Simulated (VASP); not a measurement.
# Ni (P6_3/mmc) in VASP: single point with PBE

Aim: the single point of Ni with PBE.

Everything below comes from runs of VASP 6.6.1. Logs are shortened: lines on timing, memory, paths and dates and some standing lists are left out, and cuts for length are marked.

**1. The cell of the first run**

It takes space group P6_3/mmc (No. 194, hexagonal). The conventional cell has a = 2.484 Å, b = 2.484 Å, c = 4.090 Å, α = 90.00°, β = 90.00°, γ = 120.00°. Within 3.3 Å of Ni (site symmetry -6m2) lie 12 Ni at 2.48 to 2.50 Å.

**2. Single point, PBE**

INCAR

```
SYSTEM = Ni
PREC = Accurate ; ENCUT = 520
EDIFF = 1E-6 ; ISMEAR = 0
SIGMA = 0.05 ; LREAL = .False.
LASPH = .True. ; NELM = 80
ALGO = Normal ; ISIF = 2
LWAVE = .False. ; LCHARG = .False.
GGA = PE ; NBANDS = 17
```

KPOINTS

```
regular mesh
0
Gamma
  20 20 10
  0 0 0
```

POSCAR

```
Ni
1.0
    2.4835117988      0.0000000000      0.0000000000
   -1.2417558994      2.1507843084      0.0000000000
    0.0000000000      0.0000000000      4.0896851390
Ni
2
Direct
    0.3333333333      0.6666666667      0.7500000000
    0.6666666667      0.3333333333      0.2500000000
```

Potentials or basis: VASP PAW PBE potentials, release 64 (Ni).

The run is started by

```bash
$ cat potpaw_PBE.64/Ni/POTCAR > POTCAR
$ mpirun -np 1 vasp_std > vasp.out
```

OUTCAR:

```text
SYSTEM = Ni
   PREC = Accurate
   ENCUT = 520
   EDIFF = 1E-6
   ISMEAR = 0
   LREAL = .False.
   LASPH = .True.
   NELM = 80
   ISIF = 2
   GGA = PE

 ion  position               nearest neighbor table
   1  0.333  0.667  0.750-   2 2.50   2 2.50   2 2.50   2 2.50   2 2.50   2 2.50
   2  0.667  0.333  0.250-   1 2.50   1 2.50   1 2.50   1 2.50   1 2.50   1 2.50

  LATTYP: Found a hexagonal cell.
 ALAT       =     2.4835117988
 C/A-ratio  =     1.6467347330

  Lattice vectors:

 A1 = (   2.4835117988,   0.0000000000,   0.0000000000)
 A2 = (  -1.2417558994,   2.1507843084,   0.0000000000)
 A3 = (   0.0000000000,   0.0000000000,   4.0896851390)

Analysis of symmetry for initial positions (statically):
=====================================================================
 Subroutine PRICEL returns:
 Original cell was already a primitive cell.

 Routine SETGRP: Setting up the symmetry group for a
 hexagonal supercell.

 Subroutine GETGRP returns: Found 24 space group operations
 (whereof 12 operations were pure point group operations)
 out of a pool of 24 trial point group operations.

The static configuration has the point symmetry D_3d.
 The point group associated with its full space group is D_6h.

Analysis of symmetry for dynamics (positions and initial velocities):
=====================================================================
 Subroutine PRICEL returns:
 Original cell was already a primitive cell.

 Routine SETGRP: Setting up the symmetry group for a
 hexagonal supercell.

 Subroutine GETGRP returns: Found 24 space group operations
 (whereof 12 operations were pure point group operations)
 out of a pool of 24 trial point group operations.

The dynamic configuration has the point symmetry D_3d.
 The point group associated with its full space group is D_6h.

 Subroutine INISYM returns: Found 24 space group operations
 (whereof 12 operations are pure point group operations),
 and found     1 'primitive' translations

----------------------------------------------------------------------------------------

                                     Primitive cell

  volume of cell :      21.8450

  direct lattice vectors                    reciprocal lattice vectors
     2.483511799  0.000000000  0.000000000     0.402655627  0.232473335  0.000000000
    -1.241755899  2.150784308  0.000000000     0.000000000  0.464946669  0.000000000
     0.000000000  0.000000000  4.089685139     0.000000000  0.000000000  0.244517601

  length of vectors
     2.483511799  2.483511799  4.089685139     0.464946669  0.464946669  0.244517601

  position of ions in fractional coordinates (direct lattice)
     0.333333333  0.666666667  0.750000000
     0.666666667  0.333333333  0.250000000

  ion indices of the primitive-cell ions
   primitive index   ion index
                 1           1
                 2           2

----------------------------------------------------------------------------------------

 KPOINTS: regular mesh

Automatic generation of k-mesh.
 Grid dimensions read from file:
 generate k-points for:   20   20   10

 Generating k-lattice:

  Cartesian coordinates                     Fractional coordinates (reciprocal lattice)
     0.020132781  0.011623667  0.000000000     0.050000000  0.000000000  0.000000000
     0.000000000  0.023247333  0.000000000     0.000000000  0.050000000  0.000000000
     0.000000000  0.000000000  0.024451760     0.000000000  0.000000000  0.100000000

  Length of vectors
     0.023247333  0.023247333  0.024451760

  Shift w.r.t. Gamma in fractional coordinates (k-lattice)
     0.000000000  0.000000000  0.000000000

 Subroutine IBZKPT returns following result:
 ===========================================

 Found    264 irreducible k-points:

 Following reciprocal coordinates:
            Coordinates               Weight
  0.000000  0.000000  0.000000      1.000000
  0.050000  0.000000  0.000000      6.000000
  0.100000  0.000000  0.000000      6.000000
  0.150000  0.000000  0.000000      6.000000
  0.200000  0.000000  0.000000      6.000000
  0.250000  0.000000  0.000000      6.000000
[... 16 lines left out ...]
  0.200000  0.100000  0.000000     12.000000
  0.250000  0.100000  0.000000     12.000000
 [... further k-points ...]
   k-points           NKPTS =    264   k-points in BZ     NKDIM =    264   number of bands    NBANDS=     17
   number of dos      NEDOS =    301   number of ions     NIONS =      2
   total plane-waves  NPLWV =   9720
   dimension x,y,z NGX =    18 NGY =   18 NGZ =   30
   dimension x,y,z NGXF=    36 NGYF=   36 NGZF=   60
   ions per type =               2
   NGX,Y,Z   is equivalent  to a cutoff of  12.05, 12.05, 12.20 a.u.
   NGXF,Y,Z  is equivalent  to a cutoff of  24.10, 24.10, 24.39 a.u.
 SYSTEM =  Ni
   PREC   = accura    normal or accurate (medium, high low for compatibility)
   ISTART =      0    job   : 0-new  1-cont  2-samecut
   ICHARG =      2    charge: 1-file 2-atom 10-const
   ISPIN  =      1    spin polarized calculation?
   LNONCOLLINEAR =      F non collinear calculations
   LSORBIT =      F    spin-orbit coupling
   LASPH  =      T    aspherical Exc in radial PAW
   ENCUT  =  520.0 eV  38.22 Ry    6.18 a.u.   4.62  4.62  7.60*2*pi/ulx,y,z
   NELM   =     80;   NELMIN=  2; NELMDL= -5     # of ELM steps
   EDIFF  = 0.1E-05   stopping-criterion for ELM
   LREAL  =      F    real-space projection
   EDIFFG = 0.1E-04   stopping-criterion for IOM
   NSW    =      0    number of steps for IOM
   IBRION =     -1    ionic relax: 0-MD 1-quasi-New 2-CG
   NFREE  =      0    steps in history (QN), initial steepest desc. (CG)
   ISIF   =      2    stress and relaxation
   ISYM   =      2    0-nonsym 1-usesym 2-fastsym
   POTIM  = 0.5000    time-step for ionic-motion
   TEBEG  =    0.0;   TEEND  =   0.0 temperature during run
   PSTRESS=    0.0 pullay stress
   NELECT =      20.0000    total number of electrons
   NUPDOWN=      -1.0000    fix difference up-down
   EMIN   =  10.00;   EMAX   =-10.00  energy-range for DOS
   EFERMI =   0.00;   METHOD = LEGACY
   ISMEAR =     0;   SIGMA  =   0.05  broadening in eV -4-tet -1-fermi 0-gaus
   EFERMI_NEDOS =   21; number of points for ismear=-14 and -15
   IALGO  =     38    algorithm
   IMIX   =      4    mixing-type and parameters
     AMIX     =   0.40;   BMIX     =  1.00
     AMIX_MAG =   1.60;   BMIX_MAG =  1.00
  volume/ion in A,a.u.               =      10.92        73.71
  Fermi-wavevector in a.u.,A,eV,Ry     =   1.589646  3.003996 34.381588  2.526975
  Thomas-Fermi vector in A             =   2.688464
   LORBIT       =      0    0 simple, 1 ext, 2 COOP (PROOUT), +10 PAW based schemes
   GGA     = PE    functional components
   LHFCALC =     F    Hartree Fock is set to
   AEXX    =    0.0000 exact exchange contribution
   IVDW    =     0    specifies the selected vdW correction
   LEPSILON=     F    determine dielectric tensor
   LRPA    =     F    only Hartree local field effects (RPA)
 non-spin polarized calculation
 Gauss-broadening in eV      SIGMA  =   0.05
  energy-cutoff  :      520.00
  volume of cell :       21.85
 maximum number of plane-waves:       602
   NGX =  9   NGY =  9   NGZ = 15

 number of electron      20.0000014 magnetization

 Free energy of the ion-electron system (eV)
  ---------------------------------------------------
  ext. energy  EPLUGINS =         0.00000000
  ---------------------------------------------------
  free energy    TOTEN  =       -10.77546842 eV

  energy without entropy =      -10.76207042  energy(sigma->0) =      -10.76876942

 E-fermi :   9.1354     XC(G=0): -13.2288

 val. band max:        9.1350132042   @ k =   0.3000   0.0000   0.1000
 cond. band min:       9.1356684407   @ k =   0.2500   0.1000   0.1000
 fundamental gap:      0.0006552365
 Fermi energy:         9.1354226676

 k-point     1 :       0.0000    0.0000    0.0000
  band No.  band energies     occupation
      1       0.3206      2.00000
      2       4.7360      2.00000
      3       7.2803      2.00000
      4       7.3608      2.00000
      5       7.3608      2.00000
      6       7.6303      2.00000
[... 9 lines left out ...]
     16      33.8775      0.00000
     17      34.5697      0.00000

 k-point     2 :       0.0500    0.0000    0.0000
  band No.  band energies     occupation
      1       0.4080      2.00000
      2       4.7923      2.00000
      3       7.2080      2.00000
      4       7.3992      2.00000
      5       7.4221      2.00000
      6       7.6092      2.00000
[... 9 lines left out ...]
     16      32.7799      0.00000
     17      34.6355      0.00000

 k-point     3 :       0.1000    0.0000    0.0000
  band No.  band energies     occupation
      1       0.6679      2.00000
      2       4.9526      2.00000
      3       7.0812      2.00000
      4       7.4947      2.00000
      5       7.5118      2.00000
      6       7.5788      2.00000
[... 9 lines left out ...]
     16      31.8499      0.00000
     17      34.7130      0.00000

 k-point     4 :       0.1500    0.0000    0.0000
  band No.  band energies     occupation
      1       1.0922      2.00000
      2       5.1890      2.00000
      3       6.9299      2.00000
      4       7.1518      2.00000
      5       7.4294      2.00000
      6       7.6915      2.00000
[... 9 lines left out ...]
     16      31.2612      0.00000
     17      33.5288      0.00000
[... 343 lines left out ...]
      1       1.9072      2.00000
      2       5.5684      2.00000
      3       6.6107      2.00000
      4       6.6679      2.00000
      5       7.3450      2.00000
      6       7.5741      2.00000
[... 9 lines left out ...]
     16      31.4746      0.00000
     17      32.7032      0.00000

 k-point    23 :       0.2000    0.1000    0.0000
  band No.  band energies     occupation
      1       2.5926      2.00000
      2       5.7543      2.00000
      3       6.3059      2.00000
      4       6.5466      2.00000
      5       7.3025      2.00000
      6       7.4510      2.00000
[... 9 lines left out ...]
     16      29.4542      0.00000
     17      30.8124      0.00000

 k-point    24 :       0.2500    0.1000    0.0000
  band No.  band energies     occupation
      1       3.3511      2.00000
      2       5.7863      2.00000
      3       6.0569      2.00000
      4       6.5228      2.00000
      5       7.3378      2.00000
      6       7.3510      2.00000
[... 9 lines left out ...]
     16      27.5126      0.00000
     17      28.8090      0.00000

 [... further k-points ...]
[... 5 lines left out ...]
  --------------------------------------------------------------------------------------
  -------------------------------------------------------------------------------------
  Total       -0.2029499     -0.2029499     -0.0635422      0.0000000      0.0000000      0.0000000
  in kB      -14.8849198    -14.8849198     -4.6603677      0.0000000      0.0000000      0.0000000
  external PRESSURE =     -11.4767358 kB  Pullay stress =       0.0000000 kB

 VOLUME and BASIS-vectors are now :
 -----------------------------------------------------------------------------
  energy-cutoff  :      520.00
  volume of cell :       21.85
      direct lattice vectors                 reciprocal lattice vectors
     2.483511799  0.000000000  0.000000000     0.402655627  0.232473335  0.000000000
    -1.241755899  2.150784308  0.000000000     0.000000000  0.464946669  0.000000000
     0.000000000  0.000000000  4.089685139     0.000000000  0.000000000  0.244517601

 POSITION                                       TOTAL-FORCE (eV/Angst)
 -----------------------------------------------------------------------------------
     -0.00000      1.43386      3.06726        -0.000000     -0.000000      0.000000
      1.24176      0.71693      1.02242         0.000000      0.000000      0.000000
 -----------------------------------------------------------------------------------
    total drift:                               -0.000000     -0.000000     -0.000000

  FREE ENERGIE OF THE ION-ELECTRON SYSTEM (eV)
  ---------------------------------------------------
  free  energy   TOTEN  =       -10.7754684207 eV

  energy  without entropy=      -10.7620704211  energy(sigma->0) =      -10.76876942
```

Run time: 44 s. Hardware: 1 thread of Intel Xeon Platinum 8488C (Sapphire Rapids), shared host; peak memory 0.19 GiB.

What came out:

| Item | Value |
| --- | --- |
| Free energy | -10.7755 eV |
| Pressure | -1.1 GPa |
| Band gap on the k mesh | zero (band 10 reaches 9.25 eV, above the bottom of band 11 at 8.72 eV) |

Caveat: the run has no spin polarisation, though such a crystal can be magnetic. Spin polarisation is off, so any magnetic state and its effect on volume and gap are missing.
